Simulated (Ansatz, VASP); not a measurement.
# SrO: VASP beside Ansatz

```xyz
2
Lattice="0.0000 2.5800 2.5800 2.5800 0.0000 2.5800 2.5800 2.5800 0.0000" Properties=species:S:1:pos:R:3 pbc="T T T"
Sr    0.0000    0.0000    0.0000
O     2.5800    2.5800    2.5800
```

Alike in both runs: task relaxation of cell and atoms; functional LDA; k mesh 6 × 6 × 6; occupations gaussian, width 0.02 eV; no spin polarisation.

|  | VASP | Ansatz |
| --- | --- | --- |
| version | VASP 6.6.1 | Ansatz 0.2.0 |
| potentials or method | VASP PAW LDA potentials, release 64 (Sr_sv, O), cutoff 600 eV | scalar-relativistic, plane waves, PAW |
| valence electrons in the cell | 16 | 16 |

```tsv
	VASP	Ansatz	Ansatz less VASP
gap on the k mesh at the Fermi level, each at its own relaxed structure (eV)	3.07	3.12	+0.055
relaxed volume (Å³/atom)	16.34	16.24	-0.107
relaxed cell length with the largest relative difference (Å)	3.589	3.581	-0.0079
```

LDA's correlation is that of Perdew and Zunger in VASP and of Perdew and Wang (1992) in Ansatz.
